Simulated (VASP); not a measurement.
## Al: relaxation of cell and atoms with PBE

Al:

```
Al
1.0
     2.81246    0.00000    0.00000
    -1.40623    2.43566    0.00000
     0.00000    0.00000    4.86685
Al
2
Direct
  0.33333 0.66667 0.25000
  0.66667 0.33333 0.75000
```

| Item | Value |
| --- | --- |
| Program | VASP 6.6.1 |
| Task | relaxation of cell and atoms |
| Functional | PBE |
| Potentials or basis | VASP PAW PBE potentials, release 64 (Al) |
| Cutoff | 600 eV |
| k mesh | 11 × 11 × 6 |
| Occupations | fermi-dirac, width 0.05 eV |
| Spin | no spin polarisation |
| Target pressure | 20 GPa |
| Dipole correction | no |
| Further INCAR settings | ALGO = Normal; EDIFF = 1e-06; IBRION = 2; EDIFFG = -0.01; NSW = 80; ISIF = 3 |

```json
{
  "Relaxed volume": "13.91 Å³/atom",
  "Relaxed cell": "a = 2.691 Å, b = 2.691 Å, c = 4.435 Å, α = 90.00°, β = 90.00°, γ = 120.00°",
  "Space group after relaxing (to 0.05 Å)": "P6_3/mmc (No. 194)",
  "Energy change on relaxing (the enthalpy is what falls)": "+135.6 meV/atom",
  "Ionic steps": "11",
  "Pressure after relaxing": "20.0 GPa",
  "Band gap on the k mesh": "zero (band 3 reaches 14.17 eV, above the bottom of band 4 at 6.66 eV)"
}
```

Step by step:
```csv
step,energy change (eV),largest force (eV/Å),pressure (GPa),volume (Å³)
1,0.0000,0.0000,0.13,33.34
2,0.9810,0.0000,46.53,24.32
3,0.2829,0.0000,20.01,27.88
4,0.2956,0.0000,20.58,27.77
5,0.2836,0.0000,20.59,27.73
6,0.2840,0.0000,20.59,27.72
7,0.2865,0.0000,20.57,27.70
8,0.2846,0.0000,20.59,27.72
9,0.2844,0.0000,20.59,27.72
10,0.2597,0.0000,19.50,27.91
11,0.2712,0.0000,20.01,27.82
```

Final structure:
```yaml
crystal:
  lattice:
    - [2.69132, 0.00000, 0.00000]
    - [-1.34566, 2.33075, 0.00000]
    - [0.00000, 0.00000, 4.43527]
  atoms:
    - { symbol: Al, position: [0.33333, 0.66667, 0.25000] }
    - { symbol: Al, position: [0.66667, 0.33333, 0.75000] }
```

Levels at points of the mesh, in eV from the Fermi level:
| k point | band 1 | band 2 | band 3 | band 4 | band 5 | band 6 | band 7 |
| --- | --- | --- | --- | --- | --- | --- | --- |
| (0.00, 0.00, 0.00) | -12.41 | -5.40 | -4.79 | 12.04 | 12.04 | 12.17 | 12.84 |
| (0.00, 0.00, 0.50) | -10.55 | -10.55 | 3.57 | 3.57 | 12.94 | 12.94 | 12.94 |

It took 25 s on 1 thread of Intel(R) Xeon(R) 6975P-C (Granite Rapids), with other jobs on the host, peak memory 0.16 GiB.

Caveat: the cell is relaxed towards a set pressure, so the enthalpy falls and the energy may rise; the volume moved by over 15 % at a fixed basis, so the end points are rough.
